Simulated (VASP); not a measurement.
# AlN (P6_3mc) in VASP: single point with PBE

Aim: the single point of AlN with PBE.

Program: VASP 6.6.1. These are calculated values, not measurements. Logs are shortened: lines on timing, memory, paths and dates and some standing lists are left out, and cuts for length are marked.

## (1) The cell of the first run

The structure is hexagonal, space group P6_3mc (No. 186). The conventional cell has a = 3.113 Å, b = 3.113 Å, c = 4.981 Å, α = 90.00°, β = 90.00°, γ = 120.00°. Al (site symmetry 3m) has 4 N at 1.89 to 1.90 Å within 2.5 Å. Within 2.5 Å of N (site symmetry 3m) lie 4 Al at 1.89 to 1.90 Å.

## (2) Single point, PBE

Contents of INCAR:

```
ALGO     = Normal         # electronic algorithm
EDIFF    = 1E-6           # SCF threshold, eV
ENCUT    = 520            # plane-wave cutoff, eV
GGA      = PE             # functional
ISIF     = 2              # what is computed and relaxed
ISMEAR   = 0              # smearing method
LASPH    = T              # aspherical terms in the spheres
LCHARG   = F              # write CHGCAR
LREAL    = F              # projectors in reciprocal space
LWAVE    = F              # write WAVECAR
NBANDS   = 16             # bands
NELM     = 60             # most SCF steps
PREC     = Accurate       # precision mode
SIGMA    = 0.01           # smearing width, eV
```

Contents of KPOINTS:

```
k-points
0
Gamma
  9 9 6
```

Contents of POSCAR:

```
AlN
1.0
    3.1130000000      0.0000000000      0.0000000000
   -1.5565000000      2.6959370820      0.0000000000
    0.0000000000      0.0000000000      4.9810000000
Al N
2 2
Direct
    0.3333333333      0.6666666667      0.9990161995
    0.6666666667      0.3333333333      0.4990161995
    0.3333333333      0.6666666667      0.3809838005
    0.6666666667      0.3333333333      0.8809838005
```

Potentials or basis: VASP PAW PBE potentials, release 64 (Al, N).

Command:

```
$ cat potpaw_PBE.64/Al/POTCAR potpaw_PBE.64/N/POTCAR > POTCAR
$ mpirun -np 1 vasp_std > vasp.out
```

OUTCAR:

```text
EDIFF = 1E-6
   ENCUT = 520
   GGA = PE
   ISIF = 2
   ISMEAR = 0
   LASPH = T
   LREAL = F
   NELM = 60
   PREC = Accurate

 ion  position               nearest neighbor table
   1  0.333  0.667  0.999-   4 1.89   4 1.89   4 1.89   3 1.90   2 3.07   2 3.07   2 3.07   2 3.07
                             2 3.07   2 3.07
   2  0.667  0.333  0.499-   3 1.89   3 1.89   3 1.89   4 1.90   1 3.07   1 3.07   1 3.07   1 3.07
                             1 3.07   1 3.07
   3  0.333  0.667  0.381-   2 1.89   2 1.89   2 1.89   1 1.90
   4  0.667  0.333  0.881-   1 1.89   1 1.89   1 1.89   2 1.90

  LATTYP: Found a hexagonal cell.
 ALAT       =     3.1130000000
 C/A-ratio  =     1.6000642467

  Lattice vectors:

 A1 = (   3.1130000000,   0.0000000000,   0.0000000000)
 A2 = (  -1.5565000000,   2.6959370820,   0.0000000000)
 A3 = (   0.0000000000,   0.0000000000,   4.9810000000)

Analysis of symmetry for initial positions (statically):
=====================================================================
 Subroutine PRICEL returns:
 Original cell was already a primitive cell.

 Routine SETGRP: Setting up the symmetry group for a
 hexagonal supercell.

 Subroutine GETGRP returns: Found 12 space group operations
 (whereof  6 operations were pure point group operations)
 out of a pool of 24 trial point group operations.

The static configuration has the point symmetry C_3v.
 The point group associated with its full space group is C_6v.

Analysis of symmetry for dynamics (positions and initial velocities):
=====================================================================
 Subroutine PRICEL returns:
 Original cell was already a primitive cell.

 Routine SETGRP: Setting up the symmetry group for a
 hexagonal supercell.

 Subroutine GETGRP returns: Found 12 space group operations
 (whereof  6 operations were pure point group operations)
 out of a pool of 24 trial point group operations.

The dynamic configuration has the point symmetry C_3v.
 The point group associated with its full space group is C_6v.

 Subroutine INISYM returns: Found 12 space group operations
 (whereof  6 operations are pure point group operations),
 and found     1 'primitive' translations

----------------------------------------------------------------------------------------

                                     Primitive cell

  volume of cell :      41.8028

  direct lattice vectors                    reciprocal lattice vectors
     3.113000000  0.000000000  0.000000000     0.321233537  0.185464269  0.000000000
    -1.556500000  2.695937082  0.000000000     0.000000000  0.370928538  0.000000000
     0.000000000  0.000000000  4.981000000     0.000000000  0.000000000  0.200762899

  length of vectors
     3.113000000  3.113000000  4.981000000     0.370928538  0.370928538  0.200762899

  position of ions in fractional coordinates (direct lattice)
     0.333333333  0.666666667  0.999016199
     0.666666667  0.333333333  0.499016199
     0.333333333  0.666666667  0.380983800
     0.666666667  0.333333333  0.880983800

  ion indices of the primitive-cell ions
   primitive index   ion index
                 1           1
                 2           2
                 3           3
                 4           4

----------------------------------------------------------------------------------------

 KPOINTS: k-points

Automatic generation of k-mesh.
 Grid dimensions read from file:
 generate k-points for:    9    9    6

 Generating k-lattice:

  Cartesian coordinates                     Fractional coordinates (reciprocal lattice)
     0.035692615  0.020607141  0.000000000     0.111111111  0.000000000  0.000000000
     0.000000000  0.041214282  0.000000000     0.000000000  0.111111111  0.000000000
     0.000000000  0.000000000  0.033460483     0.000000000  0.000000000  0.166666667

  Length of vectors
     0.041214282  0.041214282  0.033460483

  Shift w.r.t. Gamma in fractional coordinates (k-lattice)
     0.000000000  0.000000000  0.000000000

 Subroutine IBZKPT returns following result:
 ===========================================

 Found     48 irreducible k-points:

 Following reciprocal coordinates:
            Coordinates               Weight
  0.000000  0.000000  0.000000      1.000000
  0.111111  0.000000  0.000000      6.000000
  0.222222 -0.000000  0.000000      6.000000
  0.333333  0.000000  0.000000      6.000000
  0.444444 -0.000000  0.000000      6.000000
  0.111111  0.111111  0.000000      6.000000
[... 16 lines left out ...]
  0.333333  0.222222  0.166667     24.000000
  0.333333  0.333333  0.166667      4.000000
 [... further k-points ...]
   k-points           NKPTS =     48   k-points in BZ     NKDIM =     48   number of bands    NBANDS=     16
   number of dos      NEDOS =    301   number of ions     NIONS =      4
   total plane-waves  NPLWV =  23040
   dimension x,y,z NGX =    24 NGY =   24 NGZ =   40
   dimension x,y,z NGXF=    48 NGYF=   48 NGZF=   80
   ions per type =               2   2
   NGX,Y,Z   is equivalent  to a cutoff of  12.82, 12.82, 13.35 a.u.
   NGXF,Y,Z  is equivalent  to a cutoff of  25.63, 25.63, 26.70 a.u.
 SYSTEM =  unknown system
   PREC   = accura    normal or accurate (medium, high low for compatibility)
   ISTART =      0    job   : 0-new  1-cont  2-samecut
   ICHARG =      2    charge: 1-file 2-atom 10-const
   ISPIN  =      1    spin polarized calculation?
   LNONCOLLINEAR =      F non collinear calculations
   LSORBIT =      F    spin-orbit coupling
   LASPH  =      T    aspherical Exc in radial PAW
   ENCUT  =  520.0 eV  38.22 Ry    6.18 a.u.   5.79  5.79  9.26*2*pi/ulx,y,z
   NELM   =     60;   NELMIN=  2; NELMDL= -5     # of ELM steps
   EDIFF  = 0.1E-05   stopping-criterion for ELM
   LREAL  =      F    real-space projection
   EDIFFG = 0.1E-04   stopping-criterion for IOM
   NSW    =      0    number of steps for IOM
   IBRION =     -1    ionic relax: 0-MD 1-quasi-New 2-CG
   NFREE  =      0    steps in history (QN), initial steepest desc. (CG)
   ISIF   =      2    stress and relaxation
   ISYM   =      2    0-nonsym 1-usesym 2-fastsym
   POTIM  = 0.5000    time-step for ionic-motion
   TEBEG  =    0.0;   TEEND  =   0.0 temperature during run
   PSTRESS=    0.0 pullay stress
   NELECT =      16.0000    total number of electrons
   NUPDOWN=      -1.0000    fix difference up-down
   EMIN   =  10.00;   EMAX   =-10.00  energy-range for DOS
   EFERMI =   0.00;   METHOD = LEGACY
   ISMEAR =     0;   SIGMA  =   0.01  broadening in eV -4-tet -1-fermi 0-gaus
   EFERMI_NEDOS =   21; number of points for ismear=-14 and -15
   IALGO  =     38    algorithm
   IMIX   =      4    mixing-type and parameters
     AMIX     =   0.40;   BMIX     =  1.00
     AMIX_MAG =   1.60;   BMIX_MAG =  1.00
  volume/ion in A,a.u.               =      10.45        70.52
  Fermi-wavevector in a.u.,A,eV,Ry     =   1.188629  2.246183 19.222843  1.412839
  Thomas-Fermi vector in A             =   2.324754
   LORBIT       =      0    0 simple, 1 ext, 2 COOP (PROOUT), +10 PAW based schemes
   GGA     = PE    functional components
   LHFCALC =     F    Hartree Fock is set to
   AEXX    =    0.0000 exact exchange contribution
   IVDW    =     0    specifies the selected vdW correction
   LEPSILON=     F    determine dielectric tensor
   LRPA    =     F    only Hartree local field effects (RPA)
 non-spin polarized calculation
 Gauss-broadening in eV      SIGMA  =   0.01
  energy-cutoff  :      520.00
  volume of cell :       41.80
 maximum number of plane-waves:      1152
 NGX is ok and might be reduce to    24
   NGX = 11   NGY = 11   NGZ = 19

 number of electron      15.9999997 magnetization

 Free energy of the ion-electron system (eV)
  ---------------------------------------------------
  ext. energy  EPLUGINS =         0.00000000
  ---------------------------------------------------
  free energy    TOTEN  =       -29.77252573 eV

  energy without entropy =      -29.77252573  energy(sigma->0) =      -29.77252573

 E-fermi :   6.2257     XC(G=0): -10.9068

 val. band max:        6.1530420715   @ k =   0.0000   0.0000   0.0000
 cond. band min:      10.3472053300   @ k =   0.0000   0.0000   0.0000
 fundamental gap:      4.1941632586
 Fermi energy:         6.2257442558

 k-point     1 :       0.0000    0.0000    0.0000
  band No.  band energies     occupation
      1      -9.0375      2.00000
      2      -6.8906      2.00000
      3       0.1598      2.00000
      4       5.2762      2.00000
      5       5.2762      2.00000
      6       5.9284      2.00000
[... 8 lines left out ...]
     15      19.2703      0.00000
     16      19.2703      0.00000

 k-point     2 :       0.1111    0.0000    0.0000
  band No.  band energies     occupation
      1      -8.8812      2.00000
      2      -6.8031      2.00000
      3       0.3462      2.00000
      4       4.5743      2.00000
      5       5.0794      2.00000
      6       5.2517      2.00000
[... 8 lines left out ...]
     15      19.1309      0.00000
     16      19.2921      0.00000

 k-point     3 :       0.2222   -0.0000    0.0000
  band No.  band energies     occupation
      1      -8.4374      2.00000
      2      -6.5841      2.00000
      3       0.8874      2.00000
      4       3.0777      2.00000
      5       3.9993      2.00000
      6       4.6743      2.00000
[... 8 lines left out ...]
     15      18.3045      0.00000
     16      19.0681      0.00000

 k-point     4 :       0.3333    0.0000    0.0000
  band No.  band energies     occupation
      1      -7.7981      2.00000
      2      -6.3731      2.00000
      3       1.6409      2.00000
      4       1.7266      2.00000
      5       2.8235      2.00000
      6       4.2972      2.00000
[... 8 lines left out ...]
     15      18.2303      0.00000
     16      20.5279      0.00000
[... 324 lines left out ...]
 k-point    22 :       0.2222    0.2222    0.1667
  band No.  band energies     occupation
      1      -7.3916      2.00000
      2      -6.3875      2.00000
      3       1.5531      2.00000
      4       1.7923      2.00000
      5       3.0649      2.00000
      6       3.4850      2.00000
[... 8 lines left out ...]
     15      18.3714      0.00000
     16      21.0999      0.00000

 k-point    23 :       0.3333    0.2222    0.1667
  band No.  band energies     occupation
      1      -6.8734      2.00000
      2      -6.3791      2.00000
      3       1.1498      2.00000
      4       1.8297      2.00000
      5       2.6426      2.00000
      6       3.6612      2.00000
[... 8 lines left out ...]
     15      18.9075      0.00000
     16      20.9475      0.00000

 k-point    24 :       0.3333    0.3333    0.1667
  band No.  band energies     occupation
      1      -6.5323      2.00000
      2      -6.5323      2.00000
      3       1.4449      2.00000
      4       1.9720      2.00000
      5       1.9720      2.00000
      6       3.4568      2.00000
[... 8 lines left out ...]
     15      19.2000      0.00000
     16      21.2148      0.00000

 [... further k-points ...]
[... 5 lines left out ...]
  --------------------------------------------------------------------------------------
  -------------------------------------------------------------------------------------
  Total        0.8693160      0.8693160      0.9429063      0.0000000      0.0000000     -0.0000000
  in kB       33.3182991     33.3182991     36.1387991      0.0000000      0.0000000     -0.0000000
  external PRESSURE =      34.2584658 kB  Pullay stress =       0.0000000 kB

 VOLUME and BASIS-vectors are now :
 -----------------------------------------------------------------------------
  energy-cutoff  :      520.00
  volume of cell :       41.80
      direct lattice vectors                 reciprocal lattice vectors
     3.113000000  0.000000000  0.000000000     0.321233537  0.185464269  0.000000000
    -1.556500000  2.695937082  0.000000000     0.000000000  0.370928538  0.000000000
     0.000000000  0.000000000  4.981000000     0.000000000  0.000000000  0.200762899

 POSITION                                       TOTAL-FORCE (eV/Angst)
 -----------------------------------------------------------------------------------
     -0.00000      1.79729      4.97610        -0.000000      0.000000     -0.001719
      1.55650      0.89865      2.48560         0.000000     -0.000000     -0.001719
     -0.00000      1.79729      1.89768        -0.000000      0.000000      0.001719
      1.55650      0.89865      4.38818         0.000000     -0.000000      0.001719
 -----------------------------------------------------------------------------------
    total drift:                               -0.000000      0.000000      0.000408

  FREE ENERGIE OF THE ION-ELECTRON SYSTEM (eV)
  ---------------------------------------------------
  free  energy   TOTEN  =       -29.7725257268 eV

  energy  without entropy=      -29.7725257268  energy(sigma->0) =      -29.77252573
```

Run time: 17 s. Hardware: 1 thread of AMD EPYC 7R13, shared host; peak memory 0.17 GiB.

Results:

```
Free energy            : -29.7725 eV
Pressure               : 3.4 GPa
Band gap on the k mesh : 4.19 eV, direct
```

A k mesh can miss the band edges. Expect the measured gap to be larger: semilocal functionals such as PBE lack the derivative discontinuity.
